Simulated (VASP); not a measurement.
# Eu (Fm-3m) in VASP: further runs

The runs below take Eu through single point, with PBE.

Program: VASP 6.6.1. These are calculated values, not measurements. Logs are shortened: lines on timing, memory, paths and dates and some standing lists are left out, and cuts for length are marked.

## (1) The cell of the first run

The structure is cubic, space group Fm-3m (No. 225). Conventional cell: a = 5.759 Å, b = 5.759 Å, c = 5.759 Å, α = 90.00°, β = 90.00°, γ = 90.00°. Within 5.3 Å of Eu (site symmetry m-3m) lie 12 Eu at 4.07 Å.

## (2) Single point, PBE, collinear spin, ferromagnetic start (volume scaled by 1.1)

The input, INCAR:

```
SYSTEM = Eu
PREC = Accurate
ENCUT = 520
EDIFF = 1E-6
ISMEAR = -1
SIGMA = 0.08
LREAL = .FALSE.
LASPH = .TRUE.
NELM = 150
ALGO = Normal
ISIF = 2
LWAVE = .FALSE.
LCHARG = .TRUE.
ISPIN = 2
MAGMOM = 7
LORBIT = 11
LMAXMIX = 6
GGA = PE
LELF = .TRUE.
LVHAR = .TRUE.
NBANDS = 18
```

The input, KPOINTS:

```
Automatic mesh
0
G
  9 9 9
  0 0 0
```

The input, POSCAR:

```
Eu
1.0
    0.0000000000      2.8793417043      2.8793417043
    2.8793417043      0.0000000000      2.8793417043
    2.8793417043      2.8793417043      0.0000000000
Eu
1
Direct
    0.0000000000      0.0000000000      0.0000000000
```

Potentials or basis: VASP PAW PBE potentials, release 64 (Eu).

Run with:

```bash
$ cat potpaw_PBE.64/Eu/POTCAR > POTCAR
$ mpirun -np 1 vasp_std > vasp.out
```

OUTCAR:

```text
SYSTEM = Eu
   PREC = Accurate
   ENCUT = 520
   EDIFF = 1E-6
   ISMEAR = -1
   LREAL = .FALSE.
   LASPH = .TRUE.
   NELM = 150
   ISIF = 2
   ISPIN = 2
   LORBIT = 11
   GGA = PE

 ion  position               nearest neighbor table
   1  0.000  0.000  0.000-

  LATTYP: Found a face centered cubic cell.
 ALAT       =     5.7586834086

  Lattice vectors:

 A1 = (   0.0000000000,   2.8793417043,   2.8793417043)
 A2 = (   2.8793417043,   0.0000000000,   2.8793417043)
 A3 = (   2.8793417043,   2.8793417043,   0.0000000000)

Analysis of symmetry for initial positions (statically):
=====================================================================
 Subroutine PRICEL returns:
 Original cell was already a primitive cell.

 Routine SETGRP: Setting up the symmetry group for a
 face centered cubic supercell.

 Subroutine GETGRP returns: Found 48 space group operations
 (whereof 48 operations were pure point group operations)
 out of a pool of 48 trial point group operations.

The static configuration has the point symmetry O_h .

Analysis of symmetry for dynamics (positions and initial velocities):
=====================================================================
 Subroutine PRICEL returns:
 Original cell was already a primitive cell.

 Routine SETGRP: Setting up the symmetry group for a
 face centered cubic supercell.

 Subroutine GETGRP returns: Found 48 space group operations
 (whereof 48 operations were pure point group operations)
 out of a pool of 48 trial point group operations.

The dynamic configuration has the point symmetry O_h .

Analysis of structural, dynamic, and magnetic symmetry:
=====================================================================
 Subroutine PRICEL returns:
 Original cell was already a primitive cell.

 Routine SETGRP: Setting up the symmetry group for a
 face centered cubic supercell.

 Subroutine GETGRP returns: Found 48 space group operations
 (whereof 48 operations were pure point group operations)
 out of a pool of 48 trial point group operations.

The overall configuration has the point symmetry O_h .

 Subroutine INISYM returns: Found 48 space group operations
 (whereof 48 operations are pure point group operations),
 and found     1 'primitive' translations

----------------------------------------------------------------------------------------

                                     Primitive cell

  volume of cell :      47.7430

  direct lattice vectors                    reciprocal lattice vectors
     0.000000000  2.879341704  2.879341704    -0.173650803  0.173650803  0.173650803
     2.879341704  0.000000000  2.879341704     0.173650803 -0.173650803  0.173650803
     2.879341704  2.879341704  0.000000000     0.173650803  0.173650803 -0.173650803

  length of vectors
     4.072004089  4.072004089  4.072004089     0.300772014  0.300772014  0.300772014

  position of ions in fractional coordinates (direct lattice)
     0.000000000  0.000000000  0.000000000

  ion indices of the primitive-cell ions
   primitive index   ion index
                 1           1

----------------------------------------------------------------------------------------

 KPOINTS: Automatic mesh

Automatic generation of k-mesh.
 Grid dimensions read from file:
 generate k-points for:    9    9    9

 Generating k-lattice:

  Cartesian coordinates                     Fractional coordinates (reciprocal lattice)
    -0.019294534  0.019294534  0.019294534     0.111111111  0.000000000  0.000000000
     0.019294534 -0.019294534  0.019294534     0.000000000  0.111111111  0.000000000
     0.019294534  0.019294534 -0.019294534     0.000000000  0.000000000  0.111111111

  Length of vectors
     0.033419113  0.033419113  0.033419113

  Shift w.r.t. Gamma in fractional coordinates (k-lattice)
     0.000000000  0.000000000  0.000000000

 Subroutine IBZKPT returns following result:
 ===========================================

 Found     35 irreducible k-points:

 Following reciprocal coordinates:
            Coordinates               Weight
  0.000000  0.000000  0.000000      1.000000
  0.111111  0.000000  0.000000      8.000000
  0.222222  0.000000  0.000000      8.000000
  0.333333  0.000000  0.000000      8.000000
  0.444444  0.000000  0.000000      8.000000
  0.111111  0.111111  0.000000      6.000000
[... 16 lines left out ...]
 -0.333333  0.333333  0.000000     12.000000
  0.444444  0.444444  0.000000      6.000000
 [... further k-points ...]
   k-points           NKPTS =     35   k-points in BZ     NKDIM =     35   number of bands    NBANDS=     18
   number of dos      NEDOS =    301   number of ions     NIONS =      1
   total plane-waves  NPLWV =  27000
   dimension x,y,z NGX =    30 NGY =   30 NGZ =   30
   dimension x,y,z NGXF=    60 NGYF=   60 NGZF=   60
   ions per type =               1
   NGX,Y,Z   is equivalent  to a cutoff of  12.25, 12.25, 12.25 a.u.
   NGXF,Y,Z  is equivalent  to a cutoff of  24.50, 24.50, 24.50 a.u.
 SYSTEM =  Eu
   PREC   = accura    normal or accurate (medium, high low for compatibility)
   ISTART =      0    job   : 0-new  1-cont  2-samecut
   ICHARG =      2    charge: 1-file 2-atom 10-const
   ISPIN  =      2    spin polarized calculation?
   LNONCOLLINEAR =      F non collinear calculations
   LSORBIT =      F    spin-orbit coupling
   LASPH  =      T    aspherical Exc in radial PAW
   ENCUT  =  520.0 eV  38.22 Ry    6.18 a.u.   7.57  7.57  7.57*2*pi/ulx,y,z
   NELM   =    150;   NELMIN=  2; NELMDL= -5     # of ELM steps
   EDIFF  = 0.1E-05   stopping-criterion for ELM
   LREAL  =      F    real-space projection
   EDIFFG = 0.1E-04   stopping-criterion for IOM
   NSW    =      0    number of steps for IOM
   IBRION =     -1    ionic relax: 0-MD 1-quasi-New 2-CG
   NFREE  =      0    steps in history (QN), initial steepest desc. (CG)
   ISIF   =      2    stress and relaxation
   ISYM   =      2    0-nonsym 1-usesym 2-fastsym
   POTIM  = 0.5000    time-step for ionic-motion
   TEBEG  =    0.0;   TEEND  =   0.0 temperature during run
   PSTRESS=    0.0 pullay stress
   NELECT =      17.0000    total number of electrons
   NUPDOWN=      -1.0000    fix difference up-down
   EMIN   =  10.00;   EMAX   =-10.00  energy-range for DOS
   EFERMI =   0.00;   METHOD = LEGACY
   ISMEAR =    -1;   SIGMA  =   0.08  broadening in eV -4-tet -1-fermi 0-gaus
   EFERMI_NEDOS =   21; number of points for ismear=-14 and -15
   IALGO  =     38    algorithm
   IMIX   =      4    mixing-type and parameters
     AMIX     =   0.40;   BMIX     =  1.00
     AMIX_MAG =   1.60;   BMIX_MAG =  1.00
  volume/ion in A,a.u.               =      47.74       322.19
  Fermi-wavevector in a.u.,A,eV,Ry     =   1.160347  2.192738 18.318958  1.346405
  Thomas-Fermi vector in A             =   2.296931
   LORBIT       =     11    0 simple, 1 ext, 2 COOP (PROOUT), +10 PAW based schemes
   GGA     = PE    functional components
   LHFCALC =     F    Hartree Fock is set to
   AEXX    =    0.0000 exact exchange contribution
   IVDW    =     0    specifies the selected vdW correction
   LEPSILON=     F    determine dielectric tensor
   LRPA    =     F    only Hartree local field effects (RPA)
 spin polarized calculation
  energy-cutoff  :      520.00
  volume of cell :       47.74
 maximum number of plane-waves:      1300
   NGX = 15   NGY = 15   NGZ = 15

 number of electron      16.9999993 magnetization       7.3996435

 Free energy of the ion-electron system (eV)
  ---------------------------------------------------
  ext. energy  EPLUGINS =         0.00000000
  ---------------------------------------------------
  free energy    TOTEN  =       -11.44011854 eV

  energy without entropy =      -11.39123054  energy(sigma->0) =      -11.41567454

 E-fermi :   1.5730     XC(G=0):  -8.3312

 val. band max:        1.5696167237   @ k =  -0.4444   0.3333   0.0000
 cond. band min:       1.5916411915   @ k =  -0.3333   0.3333   0.0000
 fundamental gap:      0.0220244677
 Fermi energy:         1.5729694080

 spin component 1

 k-point     1 :       0.0000    0.0000    0.0000
  band No.  band energies     occupation
      1     -40.1286      1.00000
      2     -18.7592      1.00000
      3     -18.7592      1.00000
      4     -18.7592      1.00000
      5      -2.5655      1.00000
      6       1.0252      0.99894
[... 10 lines left out ...]
     17       4.9727      0.00000
     18       9.4167      0.00000

 k-point     2 :       0.1111    0.0000    0.0000
  band No.  band energies     occupation
      1     -40.1266      1.00000
      2     -18.7941      1.00000
      3     -18.7639      1.00000
      4     -18.7639      1.00000
      5      -2.3313      1.00000
      6       1.0260      0.99893
[... 10 lines left out ...]
     17       4.8688      0.00000
     18       9.9065      0.00000
[... 442 lines left out ...]
 k-point    24 :       0.4444    0.4444    0.0000
  band No.  band energies     occupation
      1     -40.1057      1.00000
      2     -19.0229      1.00000
      3     -18.8615      1.00000
      4     -18.8615      1.00000
      5       0.3094      1.00000
      6       1.0922      0.99755
[... 10 lines left out ...]
     17       6.1513      0.00000
     18       8.2496      0.00000

 [... further k-points ...]

 spin component 2

 k-point     1 :       0.0000    0.0000    0.0000
  band No.  band energies     occupation
      1     -36.9777      1.00000
      2     -16.4156      1.00000
      3     -16.4156      1.00000
      4     -16.4156      1.00000
      5      -1.7828      1.00000
      6       4.3559      0.00000
[... 10 lines left out ...]
     17       6.1137      0.00000
     18      10.7482      0.00000

 k-point     2 :       0.1111    0.0000    0.0000
  band No.  band energies     occupation
      1     -36.9750      1.00000
      2     -16.4606      1.00000
      3     -16.4214      1.00000
      4     -16.4214      1.00000
      5      -1.5391      1.00000
      6       3.9919      0.00000
[... 10 lines left out ...]
     17       6.2341      0.00000
     18      11.1694      0.00000
[... 442 lines left out ...]
 k-point    24 :       0.4444    0.4444    0.0000
  band No.  band energies     occupation
      1     -36.9473      1.00000
      2     -16.7503      1.00000
      3     -16.5445      1.00000
      4     -16.5445      1.00000
      5       1.0539      0.99848
      6       2.1450      0.00078
[... 10 lines left out ...]
     17       7.5083      0.00000
     18       9.4256      0.00000

 [... further k-points ...]
[... 5 lines left out ...]
  --------------------------------------------------------------------------------------
  -------------------------------------------------------------------------------------
  Total       -0.5287192     -0.5287192     -0.5287192      0.0000000     -0.0000000      0.0000000
  in kB      -17.7429573    -17.7429573    -17.7429573      0.0000000     -0.0000000      0.0000000
  external PRESSURE =     -17.7429573 kB  Pullay stress =       0.0000000 kB

 VOLUME and BASIS-vectors are now :
 -----------------------------------------------------------------------------
  energy-cutoff  :      520.00
  volume of cell :       47.74
      direct lattice vectors                 reciprocal lattice vectors
     0.000000000  2.879341704  2.879341704    -0.173650803  0.173650803  0.173650803
     2.879341704  0.000000000  2.879341704     0.173650803 -0.173650803  0.173650803
     2.879341704  2.879341704  0.000000000     0.173650803  0.173650803 -0.173650803

 POSITION                                       TOTAL-FORCE (eV/Angst)
 -----------------------------------------------------------------------------------
      0.00000      0.00000      0.00000         0.000000     -0.000000     -0.000000
 -----------------------------------------------------------------------------------
    total drift:                               -0.000000     -0.000000      0.000000

  FREE ENERGIE OF THE ION-ELECTRON SYSTEM (eV)
  ---------------------------------------------------
  free  energy   TOTEN  =       -11.4401185375 eV

  energy  without entropy=      -11.3912305403  energy(sigma->0) =      -11.41567454

 total charge

# of ion       s       p       d       f       tot
--------------------------------------------------
    1        2.080   5.715   0.257   6.660  14.711

 magnetization (x)

# of ion       s       p       d       f       tot
--------------------------------------------------
    1       -0.003  -0.096   0.145   6.658   6.704
```

Run time: 48 s. Hardware: 1 thread of Intel Xeon 6975P-C (Granite Rapids), shared host; peak memory 0.23 GiB.

What came out:

* Free energy: -11.4401 eV
* Pressure: -1.8 GPa
* Net moment: 7.40 μB per cell
* Site moments: Eu +6.70 μB
* Valence electrons inside the program's atomic spheres: Eu 14.71

Caveat: spin-orbit coupling is left out, which moves the levels of the heavy elements. The state reached can hang on the start; a lower one may exist.

## (3) Single point, PBE, collinear spin, ferromagnetic start (volume scaled by 1.1)

The input, INCAR:

```
PREC     = Accurate       # precision mode
ENCUT    = 520            # plane-wave cutoff, eV
EDIFF    = 1E-7           # SCF threshold, eV
ISMEAR   = -1             # smearing method
SIGMA    = 0.08           # smearing width, eV
LREAL    = F              # projectors in reciprocal space
LASPH    = T              # aspherical terms in the spheres
NELM     = 150            # most SCF steps
ALGO     = Normal         # electronic algorithm
ISIF     = 2              # what is computed and relaxed
LWAVE    = F              # write WAVECAR
LCHARG   = F              # write CHGCAR
ISPIN    = 2              # spin polarisation
MAGMOM   = 7              # initial moments
LORBIT   = 11             # projections on sites
LMAXMIX  = 6              # l up to which the mixer works
GGA      = PE             # functional
NBANDS   = 18             # bands
```

The input, KPOINTS:

```
Automatic mesh
0
Gamma
  9 9 9
```

POSCAR is that of step 2.

Potentials or basis: VASP PAW PBE potentials, release 64 (Eu).

Run with:

```bash
$ cat potpaw_PBE.64/Eu/POTCAR > POTCAR
$ mpirun -np 1 vasp_std > vasp.out
```

OUTCAR:

```text
PREC = Accurate
   ENCUT = 520
   EDIFF = 1E-7
   ISMEAR = -1
   LREAL = F
   LASPH = T
   NELM = 150
   ISIF = 2
   ISPIN = 2
   LORBIT = 11
   GGA = PE

 ion  position               nearest neighbor table
   1  0.000  0.000  0.000-

  LATTYP: Found a face centered cubic cell.
 ALAT       =     5.7586834086

  Lattice vectors:

 A1 = (   0.0000000000,   2.8793417043,   2.8793417043)
 A2 = (   2.8793417043,   0.0000000000,   2.8793417043)
 A3 = (   2.8793417043,   2.8793417043,   0.0000000000)

Analysis of symmetry for initial positions (statically):
=====================================================================
 Subroutine PRICEL returns:
 Original cell was already a primitive cell.

 Routine SETGRP: Setting up the symmetry group for a
 face centered cubic supercell.

 Subroutine GETGRP returns: Found 48 space group operations
 (whereof 48 operations were pure point group operations)
 out of a pool of 48 trial point group operations.

The static configuration has the point symmetry O_h .

Analysis of symmetry for dynamics (positions and initial velocities):
=====================================================================
 Subroutine PRICEL returns:
 Original cell was already a primitive cell.

 Routine SETGRP: Setting up the symmetry group for a
 face centered cubic supercell.

 Subroutine GETGRP returns: Found 48 space group operations
 (whereof 48 operations were pure point group operations)
 out of a pool of 48 trial point group operations.

The dynamic configuration has the point symmetry O_h .

Analysis of structural, dynamic, and magnetic symmetry:
=====================================================================
 Subroutine PRICEL returns:
 Original cell was already a primitive cell.

 Routine SETGRP: Setting up the symmetry group for a
 face centered cubic supercell.

 Subroutine GETGRP returns: Found 48 space group operations
[... 131 lines left out ...]
   LRPA    =     F    only Hartree local field effects (RPA)
 spin polarized calculation
  energy-cutoff  :      520.00
  volume of cell :       47.74
 maximum number of plane-waves:      1300
   NGX = 15   NGY = 15   NGZ = 15

 number of electron      16.9999993 magnetization       7.3997150

 Free energy of the ion-electron system (eV)
  ---------------------------------------------------
  ext. energy  EPLUGINS =         0.00000000
  ---------------------------------------------------
  free energy    TOTEN  =       -11.44011851 eV

  energy without entropy =      -11.39122022  energy(sigma->0) =      -11.41566937

 E-fermi :   1.5730     XC(G=0):  -8.3312

 val. band max:        1.5696403626   @ k =  -0.4444   0.3333   0.0000
 cond. band min:       1.5917071570   @ k =  -0.3333   0.3333   0.0000
 fundamental gap:      0.0220667943
 Fermi energy:         1.5730263173

 spin component 1

 k-point     1 :       0.0000    0.0000    0.0000
  band No.  band energies     occupation
      1     -40.1285      1.00000
      2     -18.7591      1.00000
      3     -18.7591      1.00000
      4     -18.7591      1.00000
      5      -2.5655      1.00000
      6       1.0253      0.99894
[... 493 lines left out ...]
     17       6.1513      0.00000
     18       8.2494      0.00000

 [... further k-points ...]

 spin component 2

 k-point     1 :       0.0000    0.0000    0.0000
  band No.  band energies     occupation
      1     -36.9776      1.00000
      2     -16.4155      1.00000
      3     -16.4155      1.00000
      4     -16.4155      1.00000
      5      -1.7828      1.00000
      6       4.3560      0.00000
[... 493 lines left out ...]
     17       7.5083      0.00000
     18       9.4257      0.00000

 [... further k-points ...]

------------------------ aborting loop because EDIFF is reached ----------------------------------------

  FORCE on cell =-STRESS in cart. coord.  units (eV):
  Direction    XX          YY          ZZ          XY          YZ          ZX
  --------------------------------------------------------------------------------------
  -------------------------------------------------------------------------------------
  Total       -0.5256374     -0.5256374     -0.5256374      0.0000000      0.0000000     -0.0000000
  in kB      -17.6395402    -17.6395402    -17.6395402      0.0000000      0.0000000     -0.0000000
  external PRESSURE =     -17.6395402 kB  Pullay stress =       0.0000000 kB

 VOLUME and BASIS-vectors are now :
 -----------------------------------------------------------------------------
  energy-cutoff  :      520.00
  volume of cell :       47.74
      direct lattice vectors                 reciprocal lattice vectors
     0.000000000  2.879341704  2.879341704    -0.173650803  0.173650803  0.173650803
     2.879341704  0.000000000  2.879341704     0.173650803 -0.173650803  0.173650803
     2.879341704  2.879341704  0.000000000     0.173650803  0.173650803 -0.173650803

 POSITION                                       TOTAL-FORCE (eV/Angst)
 -----------------------------------------------------------------------------------
      0.00000      0.00000      0.00000         0.000000      0.000000     -0.000000
 -----------------------------------------------------------------------------------
    total drift:                               -0.000000     -0.000000      0.000000

  FREE ENERGIE OF THE ION-ELECTRON SYSTEM (eV)
  ---------------------------------------------------
  free  energy   TOTEN  =       -11.4401185131 eV

  energy  without entropy=      -11.3912202199  energy(sigma->0) =      -11.41566937

 total charge

# of ion       s       p       d       f       tot
--------------------------------------------------
    1        2.080   5.715   0.257   6.660  14.711

 magnetization (x)

# of ion       s       p       d       f       tot
--------------------------------------------------
    1       -0.003  -0.096   0.145   6.658   6.704
```

stdout:

```text
POSCAR found type information on POSCAR Eu
 POSCAR found :  1 types and       1 ions
 scaLAPACK will be used
 LDA part: xc-table for (Slater+PW92), standard interpolation
 POSCAR, INCAR and KPOINTS ok, starting setup
 FFT: planning ... GRIDC
 FFT: planning ... GRID_SOFT
 FFT: planning ... GRID
 WAVECAR not read
 entering main loop
```

Run time: 45 s. Hardware: 1 thread of Intel Xeon 6975P-C (Granite Rapids), shared host; peak memory 0.22 GiB.

What came out:

| Property | Result |
| --- | --- |
| Free energy | -11.4401 eV |
| Pressure | -1.8 GPa |
| Net moment | 7.40 μB per cell |
| Site moments | Eu +6.70 μB |
| Valence electrons inside the program's atomic spheres | Eu 14.71 |

Caveat: spin-orbit coupling is left out, which moves the levels of the heavy elements.
